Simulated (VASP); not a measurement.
# Ge (Fd-3m) in VASP: further runs

Runs on Ge. Level: r2SCAN. Tasks: single point, relaxation of cell and atoms.

Program: VASP 6.6.1. These are calculated values, not measurements. Logs are shortened: lines on timing, memory, paths and dates and some standing lists are left out, and cuts for length are marked.

### Step 1. The cell of the first run

It takes space group Fd-3m (No. 227, cubic). The conventional cell has a = 5.676 Å, b = 5.676 Å, c = 5.676 Å, α = 90.00°, β = 90.00°, γ = 90.00°. Within 3.2 Å of Ge (site symmetry -43m) lie 4 Ge at 2.46 Å.

### Step 2. Single point, r2SCAN

The input, POSCAR:

```
Ge
1.0
    2.8377577931      2.8377577931      0.0000000000
   -2.8377577931      2.8377577931      0.0000000000
    0.0000000000      2.8377577931      2.8377577931
Ge
2
Direct
    0.5000000000      0.5000000000      0.0000000000
    0.7500000000      0.2500000000      0.5000000000
```

The input, INCAR.step1:

```
SYSTEM = Ge
PREC = Accurate ; ENCUT = 520
ISMEAR = -1 ; SIGMA = 0.1
LREAL = .False. ; LASPH = .True.
NELM = 60 ; NBANDS = 21
GGA = PE ; ALGO = Normal
EDIFF = 1E-4 ; LWAVE = .True.
LCHARG = .False.
```

The input, INCAR.step2:

```
SYSTEM = Ge
PREC = Accurate ; ENCUT = 520
EDIFF = 1E-7 ; ISMEAR = -1
SIGMA = 0.1 ; LREAL = .False.
LASPH = .True. ; NELM = 60
ALGO = Normal ; ISIF = 2
LWAVE = .False. ; LCHARG = .True.
METAGGA = R2SCAN ; LMIXTAU = .True.
LELF = .True. ; LVHAR = .True.
NBANDS = 21 ; ISTART = 1
```

The input, KPOINTS:

```
Automatic mesh
0
Gamma
  12 12 12
  0 0 0
```

Potentials or basis: VASP PAW PBE potentials, release 64 (Ge_d).

Run with:

```console
$ cat potpaw_PBE.64/Ge_d/POTCAR > POTCAR
$ cp INCAR.step1 INCAR
$ mpirun -np 1 vasp_std > vasp.out
$ cp INCAR.step2 INCAR
$ mpirun -np 1 vasp_std > vasp.out
```

OUTCAR:

```text
SYSTEM = Ge
   PREC = Accurate
   ENCUT = 520
   EDIFF = 1E-7
   ISMEAR = -1
   LREAL = .False.
   LASPH = .True.
   NELM = 60
   ISIF = 2
   METAGGA = R2SCAN
   ISTART = 1

 ion  position               nearest neighbor table
   1  0.500  0.500  0.000-   2 2.46   2 2.46   2 2.46   2 2.46
   2  0.750  0.250  0.500-   1 2.46   1 2.46   1 2.46   1 2.46

  LATTYP: Found a face centered cubic cell.
 ALAT       =     5.6755155862

  Lattice vectors:

 A1 = (   0.0000000000,   2.8377577931,   2.8377577931)
 A2 = (   2.8377577931,   0.0000000000,   2.8377577931)
 A3 = (   2.8377577931,   2.8377577931,   0.0000000000)

Analysis of symmetry for initial positions (statically):
=====================================================================
 Subroutine PRICEL returns:
 Original cell was already a primitive cell.

 Routine SETGRP: Setting up the symmetry group for a
 face centered cubic supercell.

 Subroutine GETGRP returns: Found 48 space group operations
 (whereof 24 operations were pure point group operations)
 out of a pool of 48 trial point group operations.

The static configuration has the point symmetry T_d .
 The point group associated with its full space group is O_h .

Analysis of symmetry for dynamics (positions and initial velocities):
=====================================================================
 Subroutine PRICEL returns:
 Original cell was already a primitive cell.

 Routine SETGRP: Setting up the symmetry group for a
 face centered cubic supercell.

 Subroutine GETGRP returns: Found 48 space group operations
 (whereof 24 operations were pure point group operations)
 out of a pool of 48 trial point group operations.

The dynamic configuration has the point symmetry T_d .
 The point group associated with its full space group is O_h .

 Subroutine INISYM returns: Found 48 space group operations
 (whereof 24 operations are pure point group operations),
 and found     1 'primitive' translations

----------------------------------------------------------------------------------------

                                     Primitive cell

  volume of cell :      45.7042

  direct lattice vectors                    reciprocal lattice vectors
     2.837757793  2.837757793  0.000000000     0.176195446  0.176195446 -0.176195446
    -2.837757793  2.837757793  0.000000000    -0.176195446  0.176195446 -0.176195446
     0.000000000  2.837757793  2.837757793     0.000000000  0.000000000  0.352390892

  length of vectors
     4.013195558  4.013195558  4.013195558     0.305179465  0.305179465  0.352390892

  position of ions in fractional coordinates (direct lattice)
     0.500000000  0.500000000  0.000000000
     0.750000000  0.250000000  0.500000000

  ion indices of the primitive-cell ions
   primitive index   ion index
                 1           1
                 2           2

----------------------------------------------------------------------------------------

 KPOINTS: Automatic mesh

Automatic generation of k-mesh.
 Grid dimensions read from file:
 generate k-points for:   12   12   12

 Generating k-lattice:

  Cartesian coordinates                     Fractional coordinates (reciprocal lattice)
     0.014682954  0.014682954 -0.014682954     0.083333333  0.000000000  0.000000000
    -0.014682954  0.014682954 -0.014682954     0.000000000  0.083333333  0.000000000
     0.000000000  0.000000000  0.029365908     0.000000000  0.000000000  0.083333333

  Length of vectors
     0.025431622  0.025431622  0.029365908

  Shift w.r.t. Gamma in fractional coordinates (k-lattice)
     0.000000000  0.000000000  0.000000000

 Subroutine IBZKPT returns following result:
 ===========================================

 Found     72 irreducible k-points:

 Following reciprocal coordinates:
            Coordinates               Weight
  0.000000  0.000000  0.000000      1.000000
  0.083333  0.000000  0.000000      8.000000
  0.166667  0.000000  0.000000      8.000000
  0.250000  0.000000  0.000000      8.000000
  0.333333  0.000000  0.000000      8.000000
  0.416667  0.000000  0.000000      8.000000
[... 16 lines left out ...]
  0.500000  0.166667  0.000000     24.000000
 -0.416667  0.166667  0.000000     24.000000
 [... further k-points ...]
   k-points           NKPTS =     72   k-points in BZ     NKDIM =     72   number of bands    NBANDS=     21
   number of dos      NEDOS =    301   number of ions     NIONS =      2
   total plane-waves  NPLWV =  27000
   dimension x,y,z NGX =    30 NGY =   30 NGZ =   30
   dimension x,y,z NGXF=    60 NGYF=   60 NGZF=   60
   ions per type =               2
   NGX,Y,Z   is equivalent  to a cutoff of  12.43, 12.43, 12.43 a.u.
   NGXF,Y,Z  is equivalent  to a cutoff of  24.85, 24.85, 24.85 a.u.
 SYSTEM =  Ge
   PREC   = accura    normal or accurate (medium, high low for compatibility)
   ISTART =      1    job   : 0-new  1-cont  2-samecut
   ICHARG =      0    charge: 1-file 2-atom 10-const
   ISPIN  =      1    spin polarized calculation?
   LNONCOLLINEAR =      F non collinear calculations
   LSORBIT =      F    spin-orbit coupling
   LASPH  =      T    aspherical Exc in radial PAW
   ENCUT  =  520.0 eV  38.22 Ry    6.18 a.u.   7.46  7.46  7.46*2*pi/ulx,y,z
   NELM   =     60;   NELMIN=  2; NELMDL=  0     # of ELM steps
   EDIFF  = 0.1E-06   stopping-criterion for ELM
   LREAL  =      F    real-space projection
   EDIFFG = 0.1E-05   stopping-criterion for IOM
   NSW    =      0    number of steps for IOM
   IBRION =     -1    ionic relax: 0-MD 1-quasi-New 2-CG
   NFREE  =      0    steps in history (QN), initial steepest desc. (CG)
   ISIF   =      2    stress and relaxation
   ISYM   =      2    0-nonsym 1-usesym 2-fastsym
   POTIM  = 0.5000    time-step for ionic-motion
   TEBEG  =    0.0;   TEEND  =   0.0 temperature during run
   PSTRESS=    0.0 pullay stress
   NELECT =      28.0000    total number of electrons
   NUPDOWN=      -1.0000    fix difference up-down
   EMIN   =  10.00;   EMAX   =-10.00  energy-range for DOS
   EFERMI =   0.00;   METHOD = LEGACY
   ISMEAR =    -1;   SIGMA  =   0.10  broadening in eV -4-tet -1-fermi 0-gaus
   EFERMI_NEDOS =   21; number of points for ismear=-14 and -15
   IALGO  =     38    algorithm
   IMIX   =      4    mixing-type and parameters
     AMIX     =   0.40;   BMIX     =  1.00
     AMIX_MAG =   1.60;   BMIX_MAG =  1.00
  volume/ion in A,a.u.               =      22.85       154.21
  Fermi-wavevector in a.u.,A,eV,Ry     =   1.390408  2.627490 26.303242  1.933234
  Thomas-Fermi vector in A             =   2.514346
   LORBIT       =      0    0 simple, 1 ext, 2 COOP (PROOUT), +10 PAW based schemes
   METAGGA = R2SCAN    functional components
   LHFCALC =     F    Hartree Fock is set to
   AEXX    =    0.0000 exact exchange contribution
   IVDW    =     0    specifies the selected vdW correction
   LEPSILON=     F    determine dielectric tensor
   LRPA    =     F    only Hartree local field effects (RPA)
 non-spin polarized calculation
  energy-cutoff  :      520.00
  volume of cell :       45.70
 maximum number of plane-waves:      1248
 NGX is ok and might be reduce to    30
   NGX = 15   NGY = 15   NGZ = 15

 number of electron      28.0000014 magnetization

 Free energy of the ion-electron system (eV)
  ---------------------------------------------------
  ext. energy  EPLUGINS =         0.00000000
  ---------------------------------------------------
  free energy    TOTEN  =       -27.74469424 eV

  energy without entropy =      -27.74359880  energy(sigma->0) =      -27.74414652

 E-fermi :   4.8971     XC(G=0): -10.7710

 val. band max:        4.7088320060   @ k =   0.0000   0.0000   0.0000
 cond. band min:       5.0222542791   @ k =   0.0000   0.0000   0.0000
 fundamental gap:      0.3134222731
 Fermi energy:         4.8970580255

 k-point     1 :       0.0000    0.0000    0.0000
  band No.  band energies     occupation
      1     -20.7725      2.00000
      2     -20.7725      2.00000
      3     -20.7725      2.00000
      4     -20.7339      2.00000
      5     -20.7338      2.00000
      6     -20.5214      2.00000
[... 13 lines left out ...]
     20      14.6211      0.00000
     21      14.6212      0.00000

 k-point     2 :       0.0833    0.0000    0.0000
  band No.  band energies     occupation
      1     -20.7768      2.00000
      2     -20.7768      2.00000
      3     -20.7714      2.00000
      4     -20.7280      2.00000
      5     -20.7279      2.00000
      6     -20.5269      2.00000
[... 13 lines left out ...]
     20      14.0808      0.00000
     21      14.0808      0.00000

 k-point     3 :       0.1667    0.0000    0.0000
  band No.  band energies     occupation
      1     -20.7845      2.00000
      2     -20.7845      2.00000
      3     -20.7682      2.00000
      4     -20.7160      2.00000
      5     -20.7160      2.00000
      6     -20.5362      2.00000
[... 13 lines left out ...]
     20      13.5204      0.00000
     21      13.5204      0.00000

 k-point     4 :       0.2500    0.0000    0.0000
  band No.  band energies     occupation
      1     -20.7909      2.00000
      2     -20.7909      2.00000
      3     -20.7638      2.00000
      4     -20.7046      2.00000
      5     -20.7045      2.00000
      6     -20.5443      2.00000
[... 13 lines left out ...]
     20      13.5044      0.00000
     21      13.5044      0.00000

 k-point     5 :       0.3333    0.0000    0.0000
  band No.  band energies     occupation
      1     -20.7949      2.00000
      2     -20.7949      2.00000
      3     -20.7593      2.00000
      4     -20.6964      2.00000
      5     -20.6964      2.00000
      6     -20.5493      2.00000
[... 13 lines left out ...]
     20      14.1710      0.00000
     21      14.1710      0.00000
[... 382 lines left out ...]
     20      14.3848      0.00000
     21      16.3584      0.00000

 k-point    22 :       0.4167    0.1667    0.0000
  band No.  band energies     occupation
      1     -20.8144      2.00000
      2     -20.8034      2.00000
      3     -20.7319      2.00000
      4     -20.6782      2.00000
      5     -20.6704      2.00000
      6     -20.5782      2.00000
[... 13 lines left out ...]
     20      14.9071      0.00000
     21      15.6940      0.00000

 k-point    23 :       0.5000    0.1667    0.0000
  band No.  band energies     occupation
      1     -20.8142      2.00000
      2     -20.8008      2.00000
      3     -20.7377      2.00000
      4     -20.6769      2.00000
      5     -20.6688      2.00000
      6     -20.5919      2.00000
[... 13 lines left out ...]
     20      16.3785      0.00000
     21      16.5446      0.00000

 k-point    24 :      -0.4167    0.1667    0.0000
  band No.  band energies     occupation
      1     -20.8102      2.00000
      2     -20.7972      2.00000
      3     -20.7487      2.00000
      4     -20.6860      2.00000
      5     -20.6652      2.00000
      6     -20.5991      2.00000
[... 13 lines left out ...]
     20      15.4839      0.00000
     21      16.4421      0.00000

 [... further k-points ...]
[... 5 lines left out ...]
  --------------------------------------------------------------------------------------
  -------------------------------------------------------------------------------------
  Total        0.0127997      0.0127997      0.0127997      0.0000000     -0.0000000      0.0000000
  in kB        0.4486976      0.4486976      0.4486976      0.0000000     -0.0000000      0.0000000
  external PRESSURE =       0.4486976 kB  Pullay stress =       0.0000000 kB

 VOLUME and BASIS-vectors are now :
 -----------------------------------------------------------------------------
  energy-cutoff  :      520.00
  volume of cell :       45.70
      direct lattice vectors                 reciprocal lattice vectors
     2.837757793  2.837757793  0.000000000     0.176195446  0.176195446 -0.176195446
    -2.837757793  2.837757793  0.000000000    -0.176195446  0.176195446 -0.176195446
     0.000000000  2.837757793  2.837757793     0.000000000  0.000000000  0.352390892

 POSITION                                       TOTAL-FORCE (eV/Angst)
 -----------------------------------------------------------------------------------
      0.00000      2.83776      0.00000        -0.000000      0.000000      0.000000
      1.41888      4.25664      1.41888         0.000000     -0.000000      0.000000
 -----------------------------------------------------------------------------------
    total drift:                               -0.000000      0.000000     -0.000000

  FREE ENERGIE OF THE ION-ELECTRON SYSTEM (eV)
  ---------------------------------------------------
  free  energy   TOTEN  =       -27.7446942365 eV

  energy  without entropy=      -27.7435988033  energy(sigma->0) =      -27.74414652
```

Run time: 7.8 min. Hardware: 1 thread of Intel Xeon Platinum 8375C at 2.90GHz (Ice Lake), shared host; peak memory 0.19 GiB.

Results:

```
Free energy            : -27.7447 eV
Pressure               : 0.0 GPa
Band gap on the k mesh : 0.31 eV, direct
```

Caveat: the PAW data sets were made with another functional, which shifts forces and pressure a little. A k mesh can miss the band edges.

### Step 3. Single point, r2SCAN

POSCAR is that of step 2.

The input, INCAR.step1:

```
  ALGO = Normal
  EDIFF = 1E-4
  ENCUT = 520
  GGA = PE
  ISMEAR = 0
  LASPH = True
  LCHARG = False
  LREAL = False
  LWAVE = True
  NBANDS = 21
  NELM = 80
  PREC = Accurate
  SIGMA = 0.01
```

The input, INCAR.step2:

```
  ALGO = Normal
  EDIFF = 1E-7
  ENCUT = 520
  ISIF = 2
  ISMEAR = 0
  ISTART = 1
  LASPH = True
  LCHARG = False
  LMIXTAU = True
  LREAL = False
  LWAVE = False
  METAGGA = R2SCAN
  NBANDS = 21
  NELM = 80
  PREC = Accurate
  SIGMA = 0.01
```

The input, KPOINTS:

```
k-points
0
Gamma
  12 12 12
```

Potentials or basis: VASP PAW PBE potentials, release 64 (Ge_d).

Run with:

```console
$ cat potpaw_PBE.64/Ge_d/POTCAR > POTCAR
$ cp INCAR.step1 INCAR
$ mpirun -np 1 vasp_std > vasp.out
$ cp INCAR.step2 INCAR
$ mpirun -np 1 vasp_std > vasp.out
```

Run time: 6.2 min. Hardware: 1 thread of Intel Xeon Platinum 8375C at 2.90GHz (Ice Lake), shared host; peak memory 0.19 GiB.

It converged, with:

| Property | Result |
| --- | --- |
| Free energy | -27.7444 eV |
| Pressure | 0.0 GPa |
| Band gap on the k mesh | 0.31 eV, direct |

Levels at points of the mesh, in eV from the valence-band top:
```tsv
k point	band 11	band 12	band 13	band 14	band 15	band 16	band 17	band 18
(0.00, 0.00, 0.00)	-13.23	0.00	0.00	0.00	0.31	2.71	2.71	2.71
(0.50, 0.00, 0.00)	-11.06	-7.82	-1.47	-1.47	0.41	3.99	3.99	7.65
(0.50, 0.50, 0.00)	-9.18	-9.18	-3.19	-3.19	0.98	0.98	10.02	10.02
```

Caveat: the PAW data sets were made with another functional, which shifts forces and pressure a little. A k mesh can miss the band edges.

[end of part 1 of 2]
